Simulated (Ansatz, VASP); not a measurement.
## Te2Mo: VASP beside Ansatz

```
CELL_PARAMETERS angstrom
3.41355 0.00000 0.00000
-1.70677 2.95622 0.00000
0.00000 0.00000 7.98062
ATOMIC_POSITIONS crystal
Te 0.31627 0.63254 0.76141
Te 0.35040 0.70079 0.23859
Mo 0.00000 0.00000 0.00000
```

Change from the starting cell: mode 5 frozen in at -0.103 Å, strain +e along z and -e/2 along x and y +0.0467.

Alike in both runs: task single point; functional PBE; dispersion D3(BJ); k mesh 9 × 9 × 4; occupations gaussian, width 0.05 eV; no spin polarisation.

|  | VASP | Ansatz |
| --- | --- | --- |
| version | VASP 6.6.1 | Ansatz 0.2.0 |
| potentials or method | VASP PAW PBE potentials, release 64 (Te, Mo_sv), cutoff 520 eV | scalar-relativistic, plane waves, PAW |
| valence electrons in the cell | 26 | 46 |

```tsv
	VASP	Ansatz	Ansatz less VASP
gap on the k mesh at the Fermi level (eV)	0.75	0.75	0.000
least direct gap on the mesh (eV)	1.18	1.18	-0.002
pressure (GPa)	-0.6	-0.6	-0.01
traceless stress, the component that is largest in VASP (GPa)	-4.57	-4.62	-0.048
rms of the force components (eV/Å)	0.362	0.365	+0.0033
```

Atom by atom the forces differ by 0.004 eV/Å (rms over components). VASP's potentials hold 26 valence electrons a cell and Ansatz's 46, so a difference there can come from the potentials and not from the codes.

Spin-orbit coupling is off throughout.
